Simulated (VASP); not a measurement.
# ZrSi2 (Cmcm) in VASP: further runs

Runs on ZrSi2. Level: PBEsol. Tasks: single point.

Program: VASP 6.6.1. These are calculated values, not measurements. Logs are shortened: lines on timing, memory, paths and dates and some standing lists are left out, and cuts for length are marked.

## Step 1: The cell of the first run

It takes space group Cmcm (No. 63, orthorhombic). The conventional cell has a = 3.706 Å, b = 14.735 Å, c = 3.672 Å, α = 90.00°, β = 90.00°, γ = 90.00°. Zr (site symmetry m2m) has 10 Si at 2.72 to 2.97 Å and 6 Zr at 3.61 to 3.71 Å within 3.8 Å. Si (site symmetry m2m) has 2 Si at 2.40 Å and 6 Zr at 2.72 to 2.97 Å within 3.2 Å. Si (site symmetry m2m) has 8 Si at 2.61 to 3.45 Å and 4 Zr at 2.81 to 2.83 Å within 3.5 Å.

## Step 2: Single point, PBEsol

File INCAR:

```
SYSTEM = ZrSi2
ALGO = Normal
EDIFF = 1E-6
ENCUT = 520
GGA = PS
ISIF = 2
ISMEAR = 0
LASPH = .TRUE.
LCHARG = .FALSE.
LREAL = .FALSE.
LWAVE = .FALSE.
NBANDS = 29
NELM = 60
PREC = Accurate
SIGMA = 0.1
```

File KPOINTS:

```
k-points
0
G
  6 6 6
  0 0 0
```

File POSCAR:

```
ZrSi2
1.0
    1.8530000000     -7.3675000000      0.0000000000
    1.8530000000      7.3675000000      0.0000000000
    0.0000000000      0.0000000000      3.6720000000
Zr Si
2 4
Direct
    0.8946000000      0.1054000000      0.2500000000
    0.1054000000      0.8946000000      0.7500000000
    0.5522000000      0.4478000000      0.2500000000
    0.4478000000      0.5522000000      0.7500000000
    0.2496000000      0.7504000000      0.2500000000
    0.7504000000      0.2496000000      0.7500000000
```

Potentials or basis: VASP PAW PBE potentials, release 64 (Zr_sv, Si).

Run with:

```sh
$ cat potpaw_PBE.64/Zr_sv/POTCAR potpaw_PBE.64/Si/POTCAR > POTCAR
$ mpirun -np 1 vasp_std > vasp.out
```

OUTCAR:

```text
SYSTEM = ZrSi2
   EDIFF = 1E-6
   ENCUT = 520
   GGA = PS
   ISIF = 2
   ISMEAR = 0
   LASPH = .TRUE.
   LREAL = .FALSE.
   NELM = 60
   PREC = Accurate

 ion  position               nearest neighbor table
   1  0.895  0.105  0.250-   4 2.72   4 2.72   4 2.72   4 2.72   6 2.81   6 2.81   5 2.83   5 2.83
                             3 2.97   3 2.97   2 3.61   2 3.61
   2  0.105  0.895  0.750-   3 2.72   3 2.72   3 2.72   3 2.72   5 2.81   5 2.81   6 2.83   6 2.83
                             4 2.97   4 2.97   1 3.61   1 3.61
   3  0.552  0.448  0.250-   4 2.40   4 2.40   2 2.72   2 2.72   2 2.72   2 2.72   1 2.97   1 2.97

   4  0.448  0.552  0.750-   3 2.40   3 2.40   1 2.72   1 2.72   1 2.72   1 2.72   2 2.97   2 2.97

   5  0.250  0.750  0.250-   6 2.61   6 2.61   6 2.61   6 2.61   2 2.81   2 2.81   1 2.83   1 2.83

   6  0.750  0.250  0.750-   5 2.61   5 2.61   5 2.61   5 2.61   1 2.81   1 2.81   2 2.83   2 2.83

  LATTYP: Found a base centered orthorhombic cell.
 ALAT       =     3.7060000000
 B/A-ratio  =     3.9759848894
 C/A-ratio  =     0.9908256881

  Lattice vectors:

 A1 = (   1.8530000000,  -7.3675000000,   0.0000000000)
 A2 = (   1.8530000000,   7.3675000000,   0.0000000000)
 A3 = (   0.0000000000,   0.0000000000,   3.6720000000)

Analysis of symmetry for initial positions (statically):
=====================================================================
 Subroutine PRICEL returns:
 Original cell was already a primitive cell.

 Routine SETGRP: Setting up the symmetry group for a
 base centered orthorhombic supercell.

 Subroutine GETGRP returns: Found  8 space group operations
 (whereof  4 operations were pure point group operations)
 out of a pool of  8 trial point group operations.

The static configuration has the point symmetry C_2h.
 The point group associated with its full space group is D_2h.

Analysis of symmetry for dynamics (positions and initial velocities):
=====================================================================
 Subroutine PRICEL returns:
 Original cell was already a primitive cell.

 Routine SETGRP: Setting up the symmetry group for a
 base centered orthorhombic supercell.

 Subroutine GETGRP returns: Found  8 space group operations
 (whereof  4 operations were pure point group operations)
 out of a pool of  8 trial point group operations.

The dynamic configuration has the point symmetry C_2h.
 The point group associated with its full space group is D_2h.

 Subroutine INISYM returns: Found  8 space group operations
 (whereof  4 operations are pure point group operations),
 and found     1 'primitive' translations

----------------------------------------------------------------------------------------

                                     Primitive cell

  volume of cell :     100.2601

  direct lattice vectors                    reciprocal lattice vectors
     1.853000000 -7.367500000  0.000000000     0.269832704 -0.067865626  0.000000000
     1.853000000  7.367500000  0.000000000     0.269832704  0.067865626  0.000000000
     0.000000000  0.000000000  3.672000000     0.000000000  0.000000000  0.272331155

  length of vectors
     7.596951050  7.596951050  3.672000000     0.278236287  0.278236287  0.272331155

  position of ions in fractional coordinates (direct lattice)
     0.894600000  0.105400000  0.250000000
     0.105400000  0.894600000  0.750000000
     0.552200000  0.447800000  0.250000000
     0.447800000  0.552200000  0.750000000
     0.249600000  0.750400000  0.250000000
     0.750400000  0.249600000  0.750000000

  ion indices of the primitive-cell ions
   primitive index   ion index
                 1           1
                 2           2
                 3           3
                 4           4
                 5           5
                 6           6

----------------------------------------------------------------------------------------

 KPOINTS: k-points

Automatic generation of k-mesh.
 Grid dimensions read from file:
 generate k-points for:    6    6    6

 Generating k-lattice:

  Cartesian coordinates                     Fractional coordinates (reciprocal lattice)
     0.044972117 -0.011310938  0.000000000     0.166666667  0.000000000  0.000000000
     0.044972117  0.011310938  0.000000000     0.000000000  0.166666667  0.000000000
     0.000000000  0.000000000  0.045388526     0.000000000  0.000000000  0.166666667

  Length of vectors
     0.046372714  0.046372714  0.045388526

  Shift w.r.t. Gamma in fractional coordinates (k-lattice)
     0.000000000  0.000000000  0.000000000

 Subroutine IBZKPT returns following result:
 ===========================================

 Found     52 irreducible k-points:

 Following reciprocal coordinates:
            Coordinates               Weight
  0.000000  0.000000  0.000000      1.000000
  0.166667  0.000000  0.000000      4.000000
  0.333333 -0.000000  0.000000      4.000000
  0.500000  0.000000  0.000000      2.000000
  0.166667  0.166667  0.000000      2.000000
  0.333333  0.166667  0.000000      4.000000
[... 16 lines left out ...]
  0.333333  0.333333  0.166667      4.000000
  0.500000  0.333333  0.166667      8.000000
 [... further k-points ...]
   k-points           NKPTS =     52   k-points in BZ     NKDIM =     52   number of bands    NBANDS=     29
   number of dos      NEDOS =    301   number of ions     NIONS =      6
   total plane-waves  NPLWV = 100800
   dimension x,y,z NGX =    60 NGY =   60 NGZ =   28
   dimension x,y,z NGXF=   120 NGYF=  120 NGZF=   56
   ions per type =               2   4
   NGX,Y,Z   is equivalent  to a cutoff of  13.13, 13.13, 12.68 a.u.
   NGXF,Y,Z  is equivalent  to a cutoff of  26.26, 26.26, 25.35 a.u.
 SYSTEM =  ZrSi2
   PREC   = accura    normal or accurate (medium, high low for compatibility)
   ISTART =      0    job   : 0-new  1-cont  2-samecut
   ICHARG =      2    charge: 1-file 2-atom 10-const
   ISPIN  =      1    spin polarized calculation?
   LNONCOLLINEAR =      F non collinear calculations
   LSORBIT =      F    spin-orbit coupling
   LASPH  =      T    aspherical Exc in radial PAW
   ENCUT  =  520.0 eV  38.22 Ry    6.18 a.u.  14.13 14.13  6.83*2*pi/ulx,y,z
   NELM   =     60;   NELMIN=  2; NELMDL= -5     # of ELM steps
   EDIFF  = 0.1E-05   stopping-criterion for ELM
   LREAL  =      F    real-space projection
   EDIFFG = 0.1E-04   stopping-criterion for IOM
   NSW    =      0    number of steps for IOM
   IBRION =     -1    ionic relax: 0-MD 1-quasi-New 2-CG
   NFREE  =      0    steps in history (QN), initial steepest desc. (CG)
   ISIF   =      2    stress and relaxation
   ISYM   =      2    0-nonsym 1-usesym 2-fastsym
   POTIM  = 0.5000    time-step for ionic-motion
   TEBEG  =    0.0;   TEEND  =   0.0 temperature during run
   PSTRESS=    0.0 pullay stress
   NELECT =      40.0000    total number of electrons
   NUPDOWN=      -1.0000    fix difference up-down
   EMIN   =  10.00;   EMAX   =-10.00  energy-range for DOS
   EFERMI =   0.00;   METHOD = LEGACY
   ISMEAR =     0;   SIGMA  =   0.10  broadening in eV -4-tet -1-fermi 0-gaus
   EFERMI_NEDOS =   21; number of points for ismear=-14 and -15
   IALGO  =     38    algorithm
   IMIX   =      4    mixing-type and parameters
     AMIX     =   0.40;   BMIX     =  1.00
     AMIX_MAG =   1.60;   BMIX_MAG =  1.00
  volume/ion in A,a.u.               =      16.71       112.76
  Fermi-wavevector in a.u.,A,eV,Ry     =   1.205180  2.277461 19.761917  1.452460
  Thomas-Fermi vector in A             =   2.340884
   LORBIT       =      0    0 simple, 1 ext, 2 COOP (PROOUT), +10 PAW based schemes
   GGA     = PS    functional components
   LHFCALC =     F    Hartree Fock is set to
   AEXX    =    0.0000 exact exchange contribution
   IVDW    =     0    specifies the selected vdW correction
   LEPSILON=     F    determine dielectric tensor
   LRPA    =     F    only Hartree local field effects (RPA)
 non-spin polarized calculation
 Gauss-broadening in eV      SIGMA  =   0.10
  energy-cutoff  :      520.00
  volume of cell :      100.26
 maximum number of plane-waves:      2718
 NGX is ok and might be reduce to    60
   NGX = 29   NGY = 29   NGZ = 13

 number of electron      40.0000000 magnetization

 Free energy of the ion-electron system (eV)
  ---------------------------------------------------
  ext. energy  EPLUGINS =         0.00000000
  ---------------------------------------------------
  free energy    TOTEN  =       -45.67668558 eV

  energy without entropy =      -45.66821237  energy(sigma->0) =      -45.67244897

 E-fermi :   9.9788     XC(G=0): -11.3635

 val. band max:        9.9775468714   @ k =   0.3333   0.3333   0.1667
 cond. band min:       9.9879721146   @ k =   0.5000   0.5000   0.5000
 fundamental gap:      0.0104252432
 Fermi energy:         9.9787710407

 k-point     1 :       0.0000    0.0000    0.0000
  band No.  band energies     occupation
      1     -38.7099      2.00000
      2     -38.6972      2.00000
      3     -16.9832      2.00000
      4     -16.8343      2.00000
      5     -16.8143      2.00000
      6     -16.8116      2.00000
[... 21 lines left out ...]
     28      12.9164      0.00000
     29      13.9524      0.00000

 k-point     2 :       0.1667    0.0000    0.0000
  band No.  band energies     occupation
      1     -38.7075      2.00000
      2     -38.6950      2.00000
      3     -16.9737      2.00000
      4     -16.8822      2.00000
      5     -16.8545      2.00000
      6     -16.8114      2.00000
[... 21 lines left out ...]
     28      13.0609      0.00000
     29      13.8837      0.00000

 k-point     3 :       0.3333   -0.0000    0.0000
  band No.  band energies     occupation
      1     -38.7027      2.00000
      2     -38.6906      2.00000
      3     -16.9783      2.00000
      4     -16.9529      2.00000
      5     -16.9386      2.00000
      6     -16.8059      2.00000
[... 638 lines left out ...]
      5     -16.9341      2.00000
      6     -16.8375      2.00000
[... 21 lines left out ...]
     28      13.9011      0.00000
     29      13.9139      0.00000

 k-point    24 :       0.5000    0.3333    0.1667
  band No.  band energies     occupation
      1     -38.7040      2.00000
      2     -38.6936      2.00000
      3     -16.9516      2.00000
      4     -16.8752      2.00000
      5     -16.8526      2.00000
      6     -16.8475      2.00000
[... 21 lines left out ...]
     28      13.7284      0.00000
     29      13.9094      0.00000

 [... further k-points ...]

------------------------ aborting loop because EDIFF is reached ----------------------------------------

  FORCE on cell =-STRESS in cart. coord.  units (eV):
  Direction    XX          YY          ZZ          XY          YZ          ZX
  --------------------------------------------------------------------------------------
  -------------------------------------------------------------------------------------
  Total       -1.7223200     -1.5129331     -1.5459025      0.0000000      0.0000000      0.0000000
  in kB      -27.5230262    -24.1769820    -24.7038391      0.0000000      0.0000000      0.0000000
  external PRESSURE =     -25.4679491 kB  Pullay stress =       0.0000000 kB

 VOLUME and BASIS-vectors are now :
 -----------------------------------------------------------------------------
  energy-cutoff  :      520.00
  volume of cell :      100.26
      direct lattice vectors                 reciprocal lattice vectors
     1.853000000 -7.367500000  0.000000000     0.269832704 -0.067865626  0.000000000
     1.853000000  7.367500000  0.000000000     0.269832704  0.067865626  0.000000000
     0.000000000  0.000000000  3.672000000     0.000000000  0.000000000  0.272331155

 POSITION                                       TOTAL-FORCE (eV/Angst)
 -----------------------------------------------------------------------------------
      1.85300     -5.81443      0.91800         0.000000     -0.131805      0.000000
      1.85300      5.81443      2.75400         0.000000      0.131805     -0.000000
      1.85300     -0.76917      0.91800         0.000000     -0.220043     -0.000000
      1.85300      0.76917      2.75400         0.000000      0.220043     -0.000000
      1.85300      3.68964      0.91800         0.000000     -0.050574     -0.000000
      1.85300     -3.68964      2.75400         0.000000      0.050574      0.000000
 -----------------------------------------------------------------------------------
    total drift:                               -0.000000      0.000000      0.000000

  FREE ENERGIE OF THE ION-ELECTRON SYSTEM (eV)
  ---------------------------------------------------
  free  energy   TOTEN  =       -45.6766855804 eV

  energy  without entropy=      -45.6682123686  energy(sigma->0) =      -45.67244897
```

It took 4.8 min on 1 thread of Intel Xeon Platinum 8488C (Sapphire Rapids), shared host; peak memory 0.36 GiB.

What came out:

| Quantity | Value |
| --- | --- |
| Free energy | -45.6767 eV |
| Pressure | -2.5 GPa |
| Largest force | 0.220 eV/Å |
| Band gap on the k mesh | zero (bands 20 and 21 overlap by 0.83 eV) |

Forces on the atoms (eV/Å):
```
Zr   0.000 -0.132  0.000
Zr   0.000  0.132  0.000
Si   0.000 -0.220  0.000
Si   0.000  0.220  0.000
Si   0.000 -0.051  0.000
Si   0.000  0.051  0.000
```

Levels at points of the mesh, in eV from the Fermi level:
| k point | band 17 | band 18 | band 19 | band 20 | band 21 | band 22 | band 23 | band 24 |
| --- | --- | --- | --- | --- | --- | --- | --- | --- |
| (0.00, 0.00, 0.00) | -2.44 | -2.42 | -2.33 | -0.11 | 1.10 | 1.35 | 1.37 | 1.59 |
| (0.50, 0.00, 0.00) | -1.85 | -1.48 | -0.90 | -0.47 | -0.46 | 0.86 | 0.93 | 2.08 |
| (0.50, 0.50, 0.00) | -2.63 | -1.94 | -1.48 | 0.31 | 1.01 | 1.10 | 1.44 | 1.71 |
| (0.00, 0.00, 0.50) | -1.93 | -1.93 | -0.07 | -0.07 | 0.09 | 0.09 | 1.50 | 1.50 |
| (0.50, 0.00, 0.50) | -3.26 | -3.26 | -2.14 | -2.14 | 2.14 | 2.14 | 3.07 | 3.07 |
| (0.50, 0.50, 0.50) | -2.22 | -2.22 | -0.93 | -0.93 | 0.01 | 0.01 | 2.26 | 2.26 |

Caveat: the PAW data sets were made with another functional, which shifts forces and pressure a little.

## Step 3: Single point, PBEsol

This run uses another cell than the first one, of 16.31 Å³/atom.

File INCAR:

```
SYSTEM = ZrSi2
PREC = Accurate ; ENCUT = 520
EDIFF = 1E-7 ; ISMEAR = 0
SIGMA = 0.1 ; LREAL = .FALSE.
LASPH = .TRUE. ; NELM = 80
ALGO = Normal ; ISIF = 2
LWAVE = .FALSE. ; LCHARG = .TRUE.
GGA = PS ; LELF = .TRUE.
LVHAR = .TRUE. ; NBANDS = 29
```

File KPOINTS:

```
Automatic mesh
0
G
  10 10 10
  0 0 0
```

File POSCAR:

```
ZrSi2
1.0
    1.8371204739     -7.2829795725      0.0000000000
    1.8371204739      7.2829795725      0.0000000000
    0.0000000000      0.0000000000      3.6567558053
Zr Si
2 4
Direct
    0.8952827512      0.1047172488      0.2500000000
    0.1047172488      0.8952827512      0.7500000000
    0.5539580249      0.4460419751      0.2500000000
    0.4460419751      0.5539580249      0.7500000000
    0.2502317692      0.7497682308      0.2500000000
    0.7497682308      0.2502317692      0.7500000000
```

Potentials or basis: VASP PAW PBE potentials, release 64 (Zr_sv, Si).

Run with:

```sh
$ cat potpaw_PBE.64/Zr_sv/POTCAR potpaw_PBE.64/Si/POTCAR > POTCAR
$ mpirun -np 1 vasp_std > vasp.out
```

Run time: 19 min. Hardware: 1 thread of Intel Xeon Platinum 8488C (Sapphire Rapids), shared host; peak memory 0.57 GiB.

Results (log left out):

| Quantity | Value |
| --- | --- |
| Free energy | -45.7119 eV |
| Pressure | 0.2 GPa |
| Band gap on the k mesh | zero (bands 20 and 21 overlap by 1.00 eV) |

Forces in eV/Å, atoms in the order of the input:
```
Zr   0.000  0.000  0.000
Zr   0.000  0.000  0.000
Si   0.000  0.003  0.000
Si   0.000 -0.003  0.000
Si   0.000  0.000  0.000
Si   0.000  0.000  0.000
```

Levels at points of the mesh, in eV from the Fermi level:
| k point | band 16 | band 17 | band 18 | band 19 | band 20 | band 21 | band 22 | band 23 | band 24 | band 25 |
| --- | --- | --- | --- | --- | --- | --- | --- | --- | --- | --- |
| (0.00, 0.00, 0.00) | -2.48 | -2.40 | -2.39 | -2.33 | 0.02 | 1.09 | 1.36 | 1.47 | 1.61 | 2.12 |
| (0.50, 0.00, 0.00) | -2.62 | -1.77 | -1.58 | -0.89 | -0.49 | -0.46 | 0.97 | 0.99 | 2.11 | 2.36 |
| (0.50, 0.50, 0.00) | -2.76 | -2.70 | -1.87 | -1.48 | 0.42 | 1.00 | 1.16 | 1.46 | 1.74 | 2.25 |
| (0.00, 0.00, 0.50) | -2.50 | -1.96 | -1.96 | -0.06 | -0.06 | 0.21 | 0.21 | 1.61 | 1.61 | 2.36 |
| (0.50, 0.00, 0.50) | -3.81 | -3.22 | -3.22 | -2.19 | -2.19 | 2.23 | 2.23 | 3.16 | 3.16 | 3.31 |
| (0.50, 0.50, 0.50) | -3.00 | -2.26 | -2.26 | -0.93 | -0.93 | 0.11 | 0.11 | 2.33 | 2.33 | 3.09 |

Caveat: the PAW data sets were made with another functional, which shifts forces and pressure a little.
